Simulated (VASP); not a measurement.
SnO2, 6 atoms in the cell. The typed cell holds 6 atoms: a = 4.721 Å, b = 4.724 Å, c = 3.190 Å, α = 90.00°, β = 90.00°, γ = 90.00°. 

* Program: VASP 6.6.1
* Task: single point
* Functional: LDA
* Potentials or basis: VASP PAW LDA potentials, release 64 (Sn_d, O)
* Cutoff: 520 eV
* k mesh: 6 × 6 × 8
* Occupations: gaussian, width 0.05 eV
* Spin: no spin polarisation
* Dipole correction: no
* Further INCAR settings: ALGO = Normal; EDIFF = 1e-06; NBANDS = 35

Potentials or basis: VASP PAW LDA potentials, release 64 (Sn_d, O).

The run is started by

```bash
$ cat potpaw_LDA.64/Sn_d/POTCAR potpaw_LDA.64/O/POTCAR > POTCAR
$ mpirun -np 1 vasp_std > vasp.out
```

Hardware: 1 thread of Intel(R) Xeon(R) Platinum 8375C CPU @ 2.90GHz (Ice Lake), on a shared host.

Question: Estimate the wall time of this run.

Answer: It took 3.2 min on 1 thread of Intel(R) Xeon(R) Platinum 8375C CPU @ 2.90GHz (Ice Lake), with other jobs on the host, peak memory 0.26 GiB. Counts: scf iterations 14, k points 80.
